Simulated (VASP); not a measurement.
Input of a VASP 6.6.1 run:

Contents of INCAR:

```
SYSTEM = TePb
PREC = Accurate ; ENCUT = 520
EDIFF = 1E-7 ; ISMEAR = 0
SIGMA = 0.01 ; LREAL = .False.
LASPH = .True. ; NELM = 60
ALGO = Normal ; ISIF = 2
LWAVE = .False. ; LCHARG = .False.
GGA = PE ; NBANDS = 17
```

Contents of KPOINTS:

```
regular mesh
0
Gamma
  4 4 4
  0 0 0
```

Contents of POSCAR:

```
TePb
1.0
    0.0000000000      3.2678368520      3.2678368520
    3.2678368520      0.0000000000      3.2678368520
    3.2678368520      3.2678368520      0.0000000000
Pb Te
1 1
Direct
    0.0000000000      0.0000000000      0.0000000000
    0.5000000000      0.5000000000      0.5000000000
```

Potentials or basis: VASP PAW PBE potentials, release 64 (Pb_d, Te).

Command:

```bash
$ cat potpaw_PBE.64/Pb_d/POTCAR potpaw_PBE.64/Te/POTCAR > POTCAR
$ mpirun -np 1 vasp_std > vasp.out
```

Question: Estimate the pressure.

Answer: 0.6 GPa.

Question: Predict the band gap on the k mesh.

Answer: 0.80 eV, direct.

Caveat: spin-orbit coupling is left out, which moves the levels of the heavy elements. A k mesh can miss the band edges.
